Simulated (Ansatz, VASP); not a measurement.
**Se: VASP beside Ansatz**

File INCAR:

```
SYSTEM = Se
PREC = Accurate ; ENCUT = 520
EDIFF = 1E-7 ; ISMEAR = -1
SIGMA = 0.01 ; LREAL = .FALSE.
LASPH = .TRUE. ; NELM = 150
ALGO = Normal ; ISIF = 2
LWAVE = .FALSE. ; LCHARG = .FALSE.
ISPIN = 2 ; MAGMOM = 0.01
LORBIT = 11 ; GGA = PE
ISYM = 0 ; NBANDS = 13
```

The input KPOINTS:

```
regular mesh
0
G
  1 1 1
  0 0 0
```

File POSCAR:

```
Se
1.0
   14.0000000000      0.0000000000      0.0000000000
    0.0000000000     14.4000000000      0.0000000000
    0.0000000000      0.0000000000     14.8000000000
Se
1
Direct
    0.5000000000      0.5000000000      0.5000000000
```

Input for Ansatz:

```yaml
crystal:
  lattice:
    - [14.0, 0.0, 0.0]
    - [0.0, 14.4, 0.0]
    - [0.0, 0.0, 14.8]
  atoms:
    - { symbol: Se, position: [0.5, 0.5, 0.5], spin: 0.01 }
  symmetry: { detect: false, time_reversal: true }
hamiltonian:
  xc: pbe
  pseudopotentials:
    kind: paw
    azcp:
      Se: "pseudopotentials/Se.paw.azcp"
basis:
  ecutwfc: 420
  fft_grid_basis: typed
kpoints:
  mp_grid: { grid: [1, 1, 1], shift: [0, 0, 0] }
magnetization:
  spin_polarized: true
scf:
  occupations: { method: fermi_dirac, width: 0.01 }
```

Alike in both runs: task single point; functional PBE; k mesh 1 × 1 × 1; occupations fermi-dirac, width 0.01 eV; collinear spin.

|  | VASP | Ansatz |
| --- | --- | --- |
| version | VASP 6.6.1 | Ansatz 0.2.0 |
| potentials or method | VASP PAW PBE potentials, release 64 (Se), cutoff 520 eV | plane waves (420 eV) with PAW, scalar-relativistic |
| valence electrons in the cell | 6 | 16 |

|  | VASP | Ansatz | Ansatz less VASP |
| --- | --- | --- | --- |
| net moment per atom (μB) | 0.00 | 2.00 | +2.000 |
| size of the moment on the site where the two differ most (μB) | 0.00 | 2.00 | +2.000 |

The net moments are unlike, so the other rows may belong to different states. Site moments also hang on the region over which each program counts them. VASP's potentials hold 6 valence electrons a cell and Ansatz's 16, so a difference there can come from the potentials and not from the codes. Ansatz's warnings: negative readings unjudged.
